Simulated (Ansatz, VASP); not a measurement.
## TiAl3: VASP beside Ansatz

POSCAR

```
TiAl3
1.0
   -1.9362557970      1.9362557970      4.3369998440
    1.9362557970     -1.9362557970      4.3369998440
    1.9362557970      1.9362557970     -4.3369998440
Ti Al
1 3
Direct
    0.0000000000      0.0000000000      0.0000000000
    0.2500000000      0.7500000000      0.5000000000
    0.7500000000      0.2500000000      0.5000000000
    0.5000000000      0.5000000000      0.0000000000
```

INCAR.step1

```
PREC     = Accurate       # precision mode
ENCUT    = 520            # plane-wave cutoff, eV
ISMEAR   = -1             # smearing method
SIGMA    = 0.05           # smearing width, eV
LREAL    = F              # projectors in reciprocal space
LASPH    = T              # aspherical terms in the spheres
NELM     = 100            # most SCF steps
NBANDS   = 18             # bands
GGA      = PE             # functional
ALGO     = Normal         # electronic algorithm
EDIFF    = 1E-4           # SCF threshold, eV
LWAVE    = T              # write WAVECAR
LCHARG   = F              # write CHGCAR
```

INCAR.step2

```
PREC     = Accurate       # precision mode
ENCUT    = 520            # plane-wave cutoff, eV
EDIFF    = 1E-6           # SCF threshold, eV
ISMEAR   = -1             # smearing method
SIGMA    = 0.05           # smearing width, eV
LREAL    = F              # projectors in reciprocal space
LASPH    = T              # aspherical terms in the spheres
NELM     = 100            # most SCF steps
ALGO     = Normal         # electronic algorithm
ISIF     = 2              # what is computed and relaxed
LWAVE    = F              # write WAVECAR
LCHARG   = F              # write CHGCAR
METAGGA  = R2SCAN         # meta-GGA
LMIXTAU  = T            
NBANDS   = 18             # bands
ISTART   = 1
```

The input KPOINTS:

```
regular mesh
0
Gamma
  10 10 10
```

Contents of input.yaml:

```yaml
crystal:
  lattice:
    - [-1.936255797, 1.936255797, 4.336999844]
    - [1.936255797, -1.936255797, 4.336999844]
    - [1.936255797, 1.936255797, -4.336999844]
  atoms:
    - { symbol: Ti, position: [0.0, 0.0, 0.0] }
    - { symbol: Al, position: [0.25, 0.75, 0.5] }
    - { symbol: Al, position: [0.75, 0.25, 0.5] }
    - { symbol: Al, position: [0.5, 0.5, 0.0] }
hamiltonian:
  xc: r2scan
  pseudopotentials: { kind: paw }
kpoints:
  mp_grid: { grid: [10, 10, 10] }
scf:
  occupations: { method: fermi_dirac, width: 0.05 }
output:
  forces: true
  stress: true
  eigenvalues: true
```

Alike in both runs: task single point; functional r2SCAN; k mesh 10 × 10 × 10; occupations fermi-dirac, width 0.05 eV; no spin polarisation.

```csv
,VASP,Ansatz
version,VASP 6.6.1,Ansatz 0.2.0
potentials or method,"VASP PAW PBE potentials, release 64 (Ti_sv, Al)",Ansatz PAW
plane-wave cutoff (eV),520,500
valence electrons in the cell,21,21
```

```tsv
	VASP	Ansatz	Ansatz less VASP
gap on the k mesh at the Fermi level (eV)	none	none	-
pressure (GPa)	-4.2	-4.1	+0.09
traceless stress, the component that is largest in VASP (GPa)	-0.05	-0.06	-0.015
```

VASP's potentials were made for PBE, not for r2SCAN. A gap of «none» marks a metal or a gap that the smearing closes.
